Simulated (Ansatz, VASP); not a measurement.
## Si4B5F in VASP and in Ansatz

Contents of INCAR:

```
SYSTEM = Si4B5F
PREC = Accurate
ENCUT = 520
EDIFF = 1E-7
ISMEAR = 0
SIGMA = 0.1
LREAL = .FALSE.
LASPH = .TRUE.
NELM = 60
ALGO = Normal
ISIF = 2
LWAVE = .FALSE.
LCHARG = .FALSE.
GGA = PE
NBANDS = 30
```

The input KPOINTS:

```
Automatic mesh
0
G
  8 8 6
  0 0 0
```

POSCAR

```
Si4B5F
1.0
    4.7662380382      0.0000000000      0.0000000000
    0.0000000000      4.7662380382      0.0000000000
    0.0000000000      0.0000000000      7.1741811278
Si B F
4 5 1
Direct
    0.7368752205      0.7368752205      0.4144810123
    0.2631247795      0.2631247795      0.4144810123
    0.2631247795      0.7368752205      0.4144810123
    0.7368752205      0.2631247795      0.4144810123
    0.1969873998      0.5000000000      0.6670571007
    0.8030126002      0.5000000000      0.6670571007
    0.5000000000      0.1969873998      0.6670571007
    0.5000000000      0.8030126002      0.6670571007
    0.0000000000      0.0000000000      0.2715752124
    0.0000000000      0.0000000000      0.0813584860
```

Input for Ansatz:

```yaml
crystal:
  lattice:
    - [4.7662380382, 0.0, 0.0]
    - [0.0, 4.7662380382, 0.0]
    - [0.0, 0.0, 7.1741811278]
  atoms:
    - { symbol: Si, position: [0.7368752205, 0.7368752205, 0.4144810123] }
    - { symbol: Si, position: [0.2631247795, 0.2631247795, 0.4144810123] }
    - { symbol: Si, position: [0.2631247795, 0.7368752205, 0.4144810123] }
    - { symbol: Si, position: [0.7368752205, 0.2631247795, 0.4144810123] }
    - { symbol: B, position: [0.1969873998, 0.5, 0.6670571007] }
    - { symbol: B, position: [0.8030126002, 0.5, 0.6670571007] }
    - { symbol: B, position: [0.5, 0.1969873998, 0.6670571007] }
    - { symbol: B, position: [0.5, 0.8030126002, 0.6670571007] }
    - { symbol: B, position: [0.0, 0.0, 0.2715752124] }
    - { symbol: F, position: [0.0, 0.0, 0.081358486] }
basis:
  ecutwfc: 420
kpoints:
  mp_grid: { grid: [8, 8, 6] }
  band_path:
    path:
      - [[0.0, 0.0, 0.0], [0.0, 0.5, 0.0], [0.5, 0.5, 0.0], [0.0, 0.0, 0.0], [0.0, 0.0, 0.5], [0.0, 0.5, 0.5], [0.5, 0.5, 0.5], [0.0, 0.0, 0.5]]
      - [[0.0, 0.5, 0.0], [0.0, 0.5, 0.5]]
      - [[0.5, 0.5, 0.0], [0.5, 0.5, 0.5]]
    npoints: 14
hamiltonian:
  xc: pbe
scf:
  occupations: { method: gaussian, width: 0.1 }
  n_extra_bands: 25
output:
  forces: true
  stress: true
  eigenvalues: true
  populations: true
  dos: { projected: true, de: 0.02, nscf_kmesh: { grid: [10, 10, 8] } }
  bader: true
  write_density: true
  write_potential: true
  elf: true
  volumetric_format: npy
```

Alike in both runs: task single point; functional PBE; k mesh 8 × 8 × 6; occupations gaussian, width 0.1 eV; no spin polarisation.

|  | VASP | Ansatz |
| --- | --- | --- |
| version | VASP 6.6.1 | Ansatz 0.2.0 |
| potentials or method | VASP PAW PBE potentials, release 64 (Si, B, F), cutoff 520 eV | scalar-relativistic, plane waves, PAW |
| valence electrons in the cell | 38 | 38 |

|  | VASP | Ansatz | Ansatz less VASP |
| --- | --- | --- | --- |
| gap on the k mesh at the Fermi level (eV) | none | none | - |
| pressure (GPa) | 0.0 | 0.0 | 0.00 |
| traceless stress, the component that is largest in VASP (GPa) | 0.26 | 0.01 | -0.250 |
| rms of the force components (eV/Å) | 0.066 | 0.002 | -0.0650 |

Atom by atom the forces differ by 0.067 eV/Å (rms over components). A gap of «none» marks a metal or a gap that the smearing closes. With one functional, cell and mesh, what is left measures potentials, basis and numerics.
